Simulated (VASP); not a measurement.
# Li (P6_3/mmc) in VASP: notebook, part 2 of 2

VASP 6.6.1. Earlier steps stand in the parts before.

## Step 4: Single point, r2SCAN

This run uses another cell than the first one, of 20.98 Å³/atom, 1.345 times its volume.

File POSCAR:

```
Li
1.0
    3.0548122805      0.0000000000      0.0000000000
   -1.5274061402      2.6455450387      0.0000000000
    0.0000000000      0.0000000000      5.1932415971
Li
2
Direct
    0.3333333333      0.6666666667      0.2500000000
    0.6666666667      0.3333333333      0.7500000000
```

File INCAR.step1:

```
PREC = Accurate
ENCUT = 520
ISMEAR = 1
SIGMA = 0.1
LREAL = F
LASPH = T
NELM = 80
NBANDS = 10
GGA = PE
ALGO = Normal
EDIFF = 1E-4
LWAVE = T
LCHARG = F
```

File INCAR.step2:

```
PREC = Accurate
ENCUT = 520
EDIFF = 1E-6
ISMEAR = 1
SIGMA = 0.1
LREAL = F
LASPH = T
NELM = 80
ALGO = Normal
ISIF = 2
LWAVE = F
LCHARG = T
METAGGA = R2SCAN
LMIXTAU = T
LELF = T
LVHAR = T
NBANDS = 10
ISTART = 1
```

File KPOINTS:

```
regular mesh
0
Gamma
  9 9 5
```

Potentials or basis: VASP PAW PBE potentials, release 64 (Li_sv).

Launch:

```
$ cat potpaw_PBE.64/Li_sv/POTCAR > POTCAR
$ cp INCAR.step1 INCAR
$ mpirun -np 1 vasp_std > vasp.out
$ cp INCAR.step2 INCAR
$ mpirun -np 1 vasp_std > vasp.out
```

OUTCAR:

```text
PREC = Accurate
   ENCUT = 520
   EDIFF = 1E-6
   ISMEAR = 1
   LREAL = F
   LASPH = T
   NELM = 80
   ISIF = 2
   METAGGA = R2SCAN
   ISTART = 1

 ion  position               nearest neighbor table
   1  0.333  0.667  0.250-
   2  0.667  0.333  0.750-

  LATTYP: Found a hexagonal cell.
 ALAT       =     3.0548122805
 C/A-ratio  =     1.7000198769

  Lattice vectors:

 A1 = (   3.0548122805,   0.0000000000,   0.0000000000)
 A2 = (  -1.5274061402,   2.6455450387,   0.0000000000)
 A3 = (   0.0000000000,   0.0000000000,   5.1932415971)

Analysis of symmetry for initial positions (statically):
=====================================================================
 Subroutine PRICEL returns:
 Original cell was already a primitive cell.

 Routine SETGRP: Setting up the symmetry group for a
 hexagonal supercell.

 Subroutine GETGRP returns: Found 24 space group operations
 (whereof 12 operations were pure point group operations)
 out of a pool of 24 trial point group operations.

The static configuration has the point symmetry D_3d.
 The point group associated with its full space group is D_6h.

Analysis of symmetry for dynamics (positions and initial velocities):
=====================================================================
 Subroutine PRICEL returns:
 Original cell was already a primitive cell.

 Routine SETGRP: Setting up the symmetry group for a
 hexagonal supercell.

 Subroutine GETGRP returns: Found 24 space group operations
 (whereof 12 operations were pure point group operations)
 out of a pool of 24 trial point group operations.

The dynamic configuration has the point symmetry D_3d.
 The point group associated with its full space group is D_6h.

 Subroutine INISYM returns: Found 24 space group operations
 (whereof 12 operations are pure point group operations),
 and found     1 'primitive' translations

[... 111 lines left out ...]
   IALGO  =     38    algorithm
   IMIX   =      4    mixing-type and parameters
     AMIX     =   0.40;   BMIX     =  1.00
     AMIX_MAG =   1.60;   BMIX_MAG =  1.00
  volume/ion in A,a.u.               =      20.98       141.61
  Fermi-wavevector in a.u.,A,eV,Ry     =   0.856011  1.617626  9.969727  0.732754
  Thomas-Fermi vector in A             =   1.972847
   LORBIT       =      0    0 simple, 1 ext, 2 COOP (PROOUT), +10 PAW based schemes
   METAGGA = R2SCAN    functional components
   LHFCALC =     F    Hartree Fock is set to
   AEXX    =    0.0000 exact exchange contribution
   IVDW    =     0    specifies the selected vdW correction
   LEPSILON=     F    determine dielectric tensor
   LRPA    =     F    only Hartree local field effects (RPA)
 non-spin polarized calculation
 Methfessel and Paxton  Order N= 1 SIGMA  =   0.10
  energy-cutoff  :      520.00
  volume of cell :       41.97
 maximum number of plane-waves:      1142
 NGX is ok and might be reduce to    24
   NGX = 11   NGY = 11   NGZ = 19

 number of electron       5.9999979 magnetization

 Free energy of the ion-electron system (eV)
  ---------------------------------------------------
  ext. energy  EPLUGINS =         0.00000000
  ---------------------------------------------------
  free energy    TOTEN  =        -4.78172410 eV

  energy without entropy =       -4.78180090  energy(sigma->0) =       -4.78174970

 E-fermi :   0.5325     XC(G=0):  -7.3576

 val. band max:        0.4746701342   @ k =   0.2222  -0.0000   0.2000
 cond. band min:       0.6025407067   @ k =   0.1111  -0.0000   0.0000
 fundamental gap:      0.1278705724
 Fermi energy:         0.5324914294

 k-point     1 :       0.0000    0.0000    0.0000
  band No.  band energies     occupation
      1     -47.5980      2.00000
      2     -47.5840      2.00000
      3      -3.2782      2.00000
      4       0.3215      2.01102
      5       3.2491      0.00000
      6      14.5498      0.00000
      7      14.5508      0.00000
      8      15.4497      0.00000
      9      15.8998      0.00000
     10      15.9008      0.00000
[... 287 lines left out ...]
 k-point    24 :       0.3333    0.3333    0.2000
  band No.  band energies     occupation
      1     -47.5765      2.00000
      2     -47.5765      2.00000
      3       2.2927     -0.00000
      4       3.0181      0.00000
      5       3.0182      0.00000
      6       5.7064      0.00000
      7       7.3189      0.00000
      8       7.3189      0.00000
      9      10.9748      0.00000
     10      12.0336      0.00000

 [... further k-points ...]
[... 5 lines left out ...]
  --------------------------------------------------------------------------------------
  -------------------------------------------------------------------------------------
  Total        0.0046127      0.0046127     -0.1320258      0.0000000      0.0000000      0.0000000
  in kB        0.1760870      0.1760870     -5.0400055      0.0000000      0.0000000      0.0000000
  external PRESSURE =      -1.5626105 kB  Pullay stress =       0.0000000 kB

 VOLUME and BASIS-vectors are now :
 -----------------------------------------------------------------------------
  energy-cutoff  :      520.00
  volume of cell :       41.97
      direct lattice vectors                 reciprocal lattice vectors
     3.054812281  0.000000000  0.000000000     0.327352357  0.188996971  0.000000000
    -1.527406140  2.645545039  0.000000000     0.000000000  0.377993943  0.000000000
     0.000000000  0.000000000  5.193241597     0.000000000  0.000000000  0.192557959

 POSITION                                       TOTAL-FORCE (eV/Angst)
 -----------------------------------------------------------------------------------
     -0.00000      1.76370      1.29831        -0.000000      0.000000      0.000000
      1.52741      0.88185      3.89493         0.000000     -0.000000      0.000000
 -----------------------------------------------------------------------------------
    total drift:                                0.000000     -0.000000      0.000000

  FREE ENERGIE OF THE ION-ELECTRON SYSTEM (eV)
  ---------------------------------------------------
  free  energy   TOTEN  =        -4.7817241041 eV

  energy  without entropy=       -4.7818009043  energy(sigma->0) =       -4.78174970
```

Run time: 62 s. Hardware: 1 thread of Intel Xeon Platinum 8259CL at 2.50GHz (Skylake/Cascade Lake), shared host; peak memory 0.16 GiB.

Results:

| Property | Result |
| --- | --- |
| Free energy | -4.7817 eV |
| Band gap on the k mesh | zero (band 3 reaches 2.98 eV, above the bottom of band 4 at -1.66 eV) |

Caveat: the cutoff is under 1.25 times the usual one of these potentials, so pressure, stress and relaxed cells hold a basis-set (Pulay) error; the PAW data sets were made with another functional, which shifts forces and pressure a little.

## Step 5: Relaxation of cell and atoms, BLYP+D3(BJ)

This run uses another cell than the first one, of 21.34 Å³/atom, 1.368 times its volume.

File INCAR:

```
SYSTEM = Li
PREC = Accurate ; ENCUT = 600
EDIFF = 1E-6 ; ISMEAR = 1
SIGMA = 0.1 ; LREAL = .False.
LASPH = .True. ; NELM = 80
ALGO = Normal ; ISIF = 3
LWAVE = .False. ; LCHARG = .False.
GGA = B5 ; ALDAX = 1.0
AGGAX = 1.0 ; AGGAC = 1.0
ALDAC = 0.0 ; IVDW = 12
VDW_S6 = 1.0 ; VDW_S8 = 2.6996
VDW_A1 = 0.4298 ; VDW_A2 = 4.2359
IBRION = 2 ; NSW = 50
EDIFFG = -0.01
```

File KPOINTS:

```
Automatic mesh
0
Gamma
  9 9 5
  0 0 0
```

File POSCAR:

```
Li
1.0
    3.1110000000      0.0000000000      0.0000000000
   -1.5555000000      2.6942050312      0.0000000000
    0.0000000000      0.0000000000      5.0930000000
Li
2
Direct
    0.3333333333      0.6666666667      0.2500000000
    0.6666666667      0.3333333333      0.7500000000
```

Launch:

```
$ cat potpaw_PBE.64/Li_sv/POTCAR > POTCAR
$ mpirun -np 1 vasp_std > vasp.out
```

It took 3 min on 1 thread of Intel Xeon Platinum 8259CL at 2.50GHz (Skylake/Cascade Lake), shared host; peak memory 0.18 GiB.

Results (log left out):

```yaml
Free_energy: -4.0256 eV
Relaxed_volume: 15.57 Å³/atom
Relaxed_cell: a = 2.763 Å, b = 2.763 Å, c = 4.708 Å, α = 90.00°, β = 90.00°, γ = 120.00°
Space_group_after_relaxing_to_0.05_Å: P6_3/mmc (No. 194)
Energy_gained_by_relaxing: 82.3 meV/atom
Ionic_steps: 11
Pressure_after_relaxing: -0.1 GPa
Band_gap_on_the_k_mesh: zero (band 3 reaches 4.50 eV, above the bottom of band 4 at -0.38 eV)
Dispersion_energy_per_atom: -0.494 eV
```

The path:
```tsv
step	energy change (eV)	largest force (eV/Å)	pressure (GPa)	volume (Å³)
1	0.0000	0.0000	-3.47	42.69
2	-0.0589	0.0000	-3.08	39.90
3	-0.1536	0.0000	-1.31	33.56
4	0.0426	0.0000	9.68	22.95
5	-0.1640	0.0000	-0.35	31.63
6	-0.1646	0.0000	-0.01	31.04
7	-0.1646	0.0000	-0.14	31.25
8	-0.1646	0.0000	-0.13	31.24
9	-0.1646	0.0000	-0.14	31.23
10	-0.1646	0.0000	-0.11	31.21
11	-0.1646	0.0000	-0.06	31.13
```

Final structure:
```xyz
2
Lattice="2.7633 0.0000 0.0000 -1.3816 2.3931 0.0000 0.0000 0.0000 4.7080" Properties=species:S:1:pos:R:3 pbc="T T T"
Li    0.0000    1.5954    1.1770
Li    1.3816    0.7977    3.5310
```

Levels at points of the mesh, in eV from the Fermi level:
```
           k point  band 1  band 2  band 3  band 4  band 5  band 6
(0.00, 0.00, 0.00)  -46.75  -46.71   -3.78   -0.37    3.66   15.39
```

Caveat: the cutoff is under 1.25 times the usual one of these potentials, so pressure, stress and relaxed cells hold a basis-set (Pulay) error; the volume moved by over 15 % at a fixed basis, so the end points are rough; the PAW data sets were made with another functional, which shifts forces and pressure a little; the volume moved by -27 % from the deposited cell, more than functionals usually miss; pairwise dispersion overbinds metals, which lowers pressure and volume.

## Step 6: Summary

| task | level | potentials or basis | cell | cutoff (eV) | gap on the mesh (eV) |
| --- | --- | --- | --- | --- | --- |
| single point | BLYP+D3(BJ) | VASP PAW PBE potentials, release 64 (Li_sv) | a = 2.765, b = 2.765, c = 4.714 Å, angles 90.0, 90.0, 120.0°, 2 atoms | 520 | none |
| single point | LDA | VASP PAW LDA potentials, release 64 (Li_sv) | a = 2.953, b = 2.953, c = 5.021 Å, angles 90.0, 90.0, 120.0°, 2 atoms | 520 | none |
| single point | r2SCAN | VASP PAW PBE potentials, release 64 (Li_sv) | a = 3.055, b = 3.055, c = 5.193 Å, angles 90.0, 90.0, 120.0°, 2 atoms | 520 | none |
| relaxation of cell and atoms | BLYP+D3(BJ) | VASP PAW PBE potentials, release 64 (Li_sv) | relaxed from a = 3.111, b = 3.111, c = 5.093 Å, angles 90.0, 90.0, 120.0°, 2 atoms | 600 | none |

Alike in all rows: no spin polarisation; k mesh 9 × 9 × 5; smearing methfessel-paxton 0.1 eV.

Caveats: the cutoff is under 1.25 times the usual one of these potentials, so pressure, stress and relaxed cells hold a basis-set (Pulay) error; the PAW data sets were made with another functional, which shifts forces and pressure a little (some runs); pairwise dispersion overbinds metals, which lowers pressure and volume (some runs); the volume moved by over 15 % at a fixed basis, so the end points are rough (some runs); the volume moved by -27 % from the deposited cell, more than functionals usually miss (some runs).

Total energies depend on the potentials used, so only differences within one code and one set of settings carry meaning.
